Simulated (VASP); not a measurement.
# ZrB2 (P6/mmm) in VASP: relaxation of shape and atoms at fixed volume with PBE

Aim: the relaxation of shape and atoms at fixed volume of ZrB2 with PBE.

Everything below comes from runs of VASP 6.6.1. Logs are shortened: lines on timing, memory, paths and dates and some standing lists are left out, and cuts for length are marked.

### 1 The cell of the first run

It takes space group P6/mmm (No. 191, hexagonal). The conventional cell has a = 3.267 Å, b = 3.267 Å, c = 3.671 Å, α = 90.00°, β = 90.00°, γ = 120.00°. Zr (site symmetry 6/mmm) has 12 B at 2.63 Å and 6 Zr at 3.27 Å within 3.5 Å. B (site symmetry -6m2) has 3 B at 1.89 Å within 2.5 Å.

### 2 Relaxation of shape and atoms at fixed volume, PBE (volume scaled by 1.100)

File INCAR:

```
PREC     = Accurate       # precision mode
ENCUT    = 600            # plane-wave cutoff, eV
EDIFF    = 1E-6           # SCF threshold, eV
ISMEAR   = 0              # smearing method
SIGMA    = 0.05           # smearing width, eV
LREAL    = False          # projectors in reciprocal space
LASPH    = True           # aspherical terms in the spheres
NELM     = 80             # most SCF steps
ALGO     = Normal         # electronic algorithm
ISIF     = 4              # what is computed and relaxed
LWAVE    = False          # write WAVECAR
LCHARG   = False          # write CHGCAR
GGA      = PE             # functional
IBRION   = 2              # ionic algorithm
NSW      = 60             # ionic steps
EDIFFG   = -0.01          # ionic threshold
```

File KPOINTS:

```
regular mesh
0
Gamma
  12 12 10
```

File POSCAR:

```
ZrB2
1.0
    3.2672480016      0.0000000000      0.0000000000
   -1.6336240008      2.8295197698      0.0000000000
    0.0000000000      0.0000000000      3.6707538262
Zr B
1 2
Direct
    0.0000000000      0.0000000000      0.0000000000
    0.3333333333      0.6666666667      0.5000000000
    0.6666666667      0.3333333333      0.5000000000
```

Potentials or basis: VASP PAW PBE potentials, release 64 (Zr_sv, B).

Started as:

```sh
cat potpaw_PBE.64/Zr_sv/POTCAR potpaw_PBE.64/B/POTCAR > POTCAR
mpirun -np 1 vasp_std > vasp.out
```

OUTCAR:

```text
PREC = Accurate
   ENCUT = 600
   EDIFF = 1E-6
   ISMEAR = 0
   LREAL = False
   LASPH = True
   NELM = 80
   ISIF = 4
   GGA = PE
   IBRION = 2
   NSW = 60
   EDIFFG = -0.01

 ion  position               nearest neighbor table
   1  0.000  0.000  0.000-   2 2.63   3 2.63   2 2.63   3 2.63   2 2.63   2 2.63   3 2.63   3 2.63
                             3 2.63   3 2.63   2 2.63   2 2.63
   2  0.333  0.667  0.500-   3 1.89   3 1.89   3 1.89   1 2.63   1 2.63   1 2.63   1 2.63   1 2.63
                             1 2.63
   3  0.667  0.333  0.500-   2 1.89   2 1.89   2 1.89   1 2.63   1 2.63   1 2.63   1 2.63   1 2.63
                             1 2.63

  LATTYP: Found a hexagonal cell.
 ALAT       =     3.2672480016
 C/A-ratio  =     1.1235002131

  Lattice vectors:

 A1 = (   3.2672480016,   0.0000000000,   0.0000000000)
 A2 = (  -1.6336240008,   2.8295197698,   0.0000000000)
 A3 = (   0.0000000000,   0.0000000000,   3.6707538262)

Analysis of symmetry for initial positions (statically):
=====================================================================
 Subroutine PRICEL returns:
 Original cell was already a primitive cell.

 Routine SETGRP: Setting up the symmetry group for a
 hexagonal supercell.

 Subroutine GETGRP returns: Found 24 space group operations
 (whereof 24 operations were pure point group operations)
 out of a pool of 24 trial point group operations.

The static configuration has the point symmetry D_6h.

Analysis of symmetry for dynamics (positions and initial velocities):
=====================================================================
 Subroutine PRICEL returns:
 Original cell was already a primitive cell.

 Routine SETGRP: Setting up the symmetry group for a
 hexagonal supercell.

 Subroutine GETGRP returns: Found 24 space group operations
 (whereof 24 operations were pure point group operations)
 out of a pool of 24 trial point group operations.

The dynamic configuration has the point symmetry D_6h.

 Subroutine INISYM returns: Found 24 space group operations
 (whereof 24 operations are pure point group operations),
 and found     1 'primitive' translations

----------------------------------------------------------------------------------------

                                     Primitive cell

  volume of cell :      33.9352

  direct lattice vectors                    reciprocal lattice vectors
[... 159 lines left out ...]

 POSITION                                       TOTAL-FORCE (eV/Angst)
 -----------------------------------------------------------------------------------
      0.00000      0.00000      0.00000        -0.000000      0.000000      0.000000
     -0.00000      1.88635      1.83538         0.000000      0.000000      0.000000
      1.63362      0.94317      1.83538        -0.000000      0.000000     -0.000000
 -----------------------------------------------------------------------------------
    total drift:                               -0.000000      0.000000      0.000000

  FREE ENERGIE OF THE ION-ELECTRON SYSTEM (eV)
  ---------------------------------------------------
  free  energy   TOTEN  =       -24.7895455005 eV

  energy  without entropy=      -24.7889574373  energy(sigma->0) =      -24.78925147

--------------------------------------- Ionic step        2  -------------------------------------------

 number of electron      18.0000000 magnetization

 Free energy of the ion-electron system (eV)
  ---------------------------------------------------
  ext. energy  EPLUGINS =         0.00000000
  ---------------------------------------------------
  free energy    TOTEN  =       -24.78968260 eV

  energy without entropy =      -24.78913251  energy(sigma->0) =      -24.78940756

 E-fermi :   9.5549     XC(G=0): -11.9854

 val. band max:        9.5205616917   @ k =   0.0833   0.0000   0.3000
 cond. band min:       9.5667890161   @ k =   0.0833   0.0833   0.3000
 fundamental gap:      0.0462273244
 Fermi energy:         9.5548550835

 k-point     1 :       0.0000    0.0000    0.0000
  band No.  band energies     occupation
      1     -39.5157      2.00000
      2     -17.6487      2.00000
      3     -17.2099      2.00000
      4     -17.2099      2.00000
      5      -2.7999      2.00000
      6       7.0178      2.00000
      7       7.0546      2.00000
      8       7.0871      2.00000
      9       7.0871      2.00000
     10      12.4362      0.00000
     11      12.4362      0.00000
     12      13.0819      0.00000
     13      13.0819      0.00000
[... 354 lines left out ...]
  band No.  band energies     occupation
      1     -39.4560      2.00000
      2     -17.7271      2.00000
      3     -17.5764      2.00000
      4     -17.3263      2.00000
      5      -0.9003      2.00000
      6       3.2772      2.00000
      7       6.0647      2.00000
      8       6.6100      2.00000
      9       7.4452      2.00000
     10      11.4201      0.00000
     11      11.7649      0.00000
     12      12.6514      0.00000
     13      13.2276      0.00000

 [... further k-points ...]

------------------------ aborting loop because EDIFF is reached ----------------------------------------

  FORCE on cell =-STRESS in cart. coord.  units (eV):
  Direction    XX          YY          ZZ          XY          YZ          ZX
  --------------------------------------------------------------------------------------
  -------------------------------------------------------------------------------------
  Total       -3.9618284     -3.9618284     -3.9465735      0.0000000      0.0000000     -0.0000000
  in kB     -187.0493254   -187.0493254   -186.3291006      0.0000000      0.0000000     -0.0000000
  external PRESSURE =    -186.8092504 kB  Pullay stress =       0.0000000 kB

 VOLUME and BASIS-vectors are now :
 -----------------------------------------------------------------------------
  energy-cutoff  :      600.00
  volume of cell :       33.94
      direct lattice vectors                 reciprocal lattice vectors
     3.264573284  0.000000000 -0.000000000     0.306318748  0.176853211  0.000000000
    -1.632286642  2.827203396  0.000000000    -0.000000000  0.353706423 -0.000000000
    -0.000000000  0.000000000  3.676771306     0.000000000  0.000000000  0.271977754

 POSITION                                       TOTAL-FORCE (eV/Angst)
 -----------------------------------------------------------------------------------
      3.26457      0.00000     -0.00000        -0.000000     -0.000000      0.000000
     -0.00000      1.88480      1.83839        -0.000000      0.000000      0.000000
      1.63229      0.94240      1.83839         0.000000      0.000000     -0.000000
 -----------------------------------------------------------------------------------
    total drift:                               -0.000000      0.000000     -0.000000

  FREE ENERGIE OF THE ION-ELECTRON SYSTEM (eV)
  ---------------------------------------------------
  free  energy   TOTEN  =       -24.7896825974 eV

  energy  without entropy=      -24.7891325147  energy(sigma->0) =      -24.78940756

 reached required accuracy - stopping structural energy minimisation
```

CONTCAR:

```text
ZrB2
   1.00000000000000
     3.2645732840214055    0.0000000000000000   -0.0000000000000000
    -1.6322866420107027    2.8272033964354262    0.0000000000000000
    -0.0000000000000000    0.0000000000000000    3.6767713059957114
  Zr              B
     1     2
Direct
     1.0000000000000000    0.0000000000000000    0.0000000000000000
     0.3333333332999970    0.6666666667000030    0.5000000000000000
     0.6666666667000030    0.3333333332999970    0.5000000000000000

  0.00000000E+00  0.00000000E+00  0.00000000E+00
  0.00000000E+00  0.00000000E+00  0.00000000E+00
  0.00000000E+00  0.00000000E+00  0.00000000E+00
```

It took 48 s on 1 thread of AMD EPYC 9R45 (Zen 5), shared host; peak memory 0.18 GiB.

What came out:

```
Free energy               : -24.7897 eV
Energy gained by relaxing : 0.0 meV/atom
Ionic steps               : 2
Pressure after relaxing   : -18.7 GPa
Band gap on the k mesh    : zero (band 9 reaches 9.98 eV, above the bottom of band 10 at 8.94 eV)
```

Step by step:
| step | energy change (eV) | largest force (eV/Å) | pressure (GPa) | volume (Å³) |
| --- | --- | --- | --- | --- |
| 1 | 0.0000 | 0.0000 | -18.72 | 33.94 |
| 2 | -0.0001 | 0.0000 | -18.68 | 33.94 |

Final structure:
```yaml
crystal:
  lattice:
    - [3.26457, 0.00000, 0.00000]
    - [-1.63229, 2.82720, 0.00000]
    - [0.00000, 0.00000, 3.67677]
  atoms:
    - { symbol: Zr, position: [0.00000, 0.00000, 0.00000] }
    - { symbol: B, position: [0.33333, 0.66667, 0.50000] }
    - { symbol: B, position: [0.66667, 0.33333, 0.50000] }
```

Caveat: the cell differs from its parent crystal (volume scaled by 1.100).
